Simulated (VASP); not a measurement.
Set up this calculation in VASP 6.6.1, as the native input.

| Item | Value |
| --- | --- |
| Task | relaxation of cell and atoms |
| Functional | PBE |
| Potentials or basis | VASP PAW PBE potentials, release 64 (Sc_sv) |
| Cutoff | 600 eV |
| k mesh | 9 × 9 × 12 |
| Occupations | fermi-dirac, width 0.1 eV |
| Spin | no spin polarisation |
| Target pressure | 89 GPa |
| Dipole correction | no |
| Further INCAR settings | ALGO = Normal; EDIFF = 1e-06; IBRION = 2; EDIFFG = -0.005; NSW = 60; ISIF = 3 |

The structure of Sc lies in POSCAR:

```
Sc
1.0
    4.1462516518      0.0000000000      0.0000000000
   -2.0731258259      3.5907592609      0.0000000000
    0.0000000000      0.0000000000      2.5706760241
Sc
3
Direct
    0.0000000000      0.0000000000      0.0000000000
    0.3333333333      0.6666666667      0.5000000000
    0.6666666667      0.3333333333      0.5000000000
```

This isn't the form of Sc at room conditions, which is hcp.

One way to write it, as run:

INCAR

```
SYSTEM = Sc
ALGO = Normal
EDIFF = 1E-6
EDIFFG = -0.005
ENCUT = 600
GGA = PE
IBRION = 2
ISIF = 3
ISMEAR = -1
LASPH = .TRUE.
LCHARG = .FALSE.
LREAL = .FALSE.
LWAVE = .FALSE.
NELM = 100
NSW = 60
PREC = Accurate
PSTRESS = 890.0
SIGMA = 0.1
```

KPOINTS

```
k-points
0
G
  9 9 12
  0 0 0
```

Potentials or basis: VASP PAW PBE potentials, release 64 (Sc_sv).

Run with:

```sh
$ cat potpaw_PBE.64/Sc_sv/POTCAR > POTCAR
$ mpirun -np 1 vasp_std > vasp.out
```

It gave:

| Quantity | Value |
| --- | --- |
| Relaxed volume | 12.79 Å³/atom |
| Relaxed cell | a = 4.240 Å, b = 4.240 Å, c = 2.464 Å, α = 90.00°, β = 90.00°, γ = 120.00° |
| Space group after relaxing (to 0.1 Å) | P6/mmm (No. 191) |
| Energy change on relaxing (the run minimises the enthalpy) | -31.3 meV/atom |
| Ionic steps | 10 |
| Pressure after relaxing | 89.0 GPa |
| Band gap on the k mesh | zero (an odd number of electrons rules out a gap without spin polarisation) |

Caveat: the cell is relaxed towards a set pressure, so the run minimises the enthalpy, not the energy.

Wall time 3.3 min on 1 thread of Intel(R) Xeon(R) 6975P-C (Granite Rapids), on a shared host, peak memory 0.22 GiB.
